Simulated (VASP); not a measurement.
A run of VASP 6.6.1 is set up as follows.

File INCAR:

```
SYSTEM = Y
PREC = Accurate
ENCUT = 520
EDIFF = 1E-6
ISMEAR = 0
SIGMA = 0.1
LREAL = .False.
LASPH = .True.
NELM = 60
ALGO = Normal
ISIF = 2
LWAVE = .False.
LCHARG = .False.
LDIPOL = .True.
IDIPOL = 3
DIPOL = 0.5 0.5 0.288
GGA = PE
NBANDS = 18
```

Contents of KPOINTS:

```
Automatic mesh
0
Gamma
  18 18 1
  0 0 0
```

Contents of POSCAR:

```
Y
1.0
    3.2254258614      0.0000000000      0.0000000000
    0.0000000000      3.2254258614      0.0000000000
    0.0000000000      0.0000000000     29.5394658800
Y
2
Direct
    0.5000000000      0.5000000000      0.3450223512
    0.5000000000      0.5000000000      0.2304789144
```

Potentials or basis: VASP PAW PBE potentials, release 64 (Y_sv).

Run with:

```console
$ cat potpaw_PBE.64/Y_sv/POTCAR > POTCAR
$ mpirun -np 1 vasp_std > vasp.out
```

Problem. Estimate the band gap on the k mesh.

Solution. Zero (band 11 reaches -1.80 eV, above the bottom of band 12 at -2.24 eV).

Problem. Estimate the largest force.

Solution. 0.081 eV/Å.

Forces on the atoms (eV/Å):
```
Y    0.000  0.000  0.081
Y    0.000  0.000 -0.081
```
